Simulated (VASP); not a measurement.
## C: single point with PBE+D3(BJ)

C:

```
CELL_PARAMETERS angstrom
2.45600 0.00000 0.00000
-1.22800 2.12696 0.00000
0.00000 0.00000 6.69600
ATOMIC_POSITIONS crystal
C 0.00000 0.00000 0.75000
C 0.00000 0.00000 0.25000
C 0.33333 0.66667 0.75000
C 0.66667 0.33333 0.25000
```

```
Program                : VASP 6.6.1
Task                   : single point
Functional             : PBE
Dispersion             : D3(BJ)
Potentials or basis    : VASP PAW PBE potentials, release 64 (C)
Cutoff                 : 600 eV
k mesh                 : 6 × 6 × 2
Occupations            : gaussian, width 0.1 eV
Spin                   : no spin polarisation
Dipole correction      : no
Further INCAR settings : ALGO = Normal; EDIFF = 1e-06; NBANDS = 16
```

| Quantity | Value |
| --- | --- |
| Pressure | 3.6 GPa |
| Band gap on the k mesh | zero (band 8 reaches 4.75 eV, above the bottom of band 9 at 4.74 eV) |
| Dispersion energy per atom | -0.157 eV |

Stress tensor (GPa, compression positive):
```
 5.64  0.00  0.00
 0.00  5.64  0.00
 0.00  0.00 -0.46
```

Levels at points of the mesh, in eV from the Fermi level:
| k point | band 6 | band 7 | band 8 | band 9 | band 10 | band 11 |
| --- | --- | --- | --- | --- | --- | --- |
| (0.00, 0.00, 0.00) | -3.01 | -2.99 | -2.99 | 4.27 | 8.40 | 8.40 |
| (0.50, 0.00, 0.00) | -6.39 | -2.78 | -2.09 | 1.52 | 2.20 | 7.32 |
| (0.00, 0.00, 0.50) | -3.00 | -3.00 | -3.00 | 6.92 | 6.92 | 8.43 |
| (0.50, 0.00, 0.50) | -6.41 | -2.37 | -2.37 | 1.66 | 1.66 | 7.52 |

Run time: 4.7 s on 1 thread of Intel(R) Xeon(R) 6975P-C (Granite Rapids) (shared host), peak memory 0.15 GiB.

Caveat: the k points lie up to 0.49 Å⁻¹ apart.
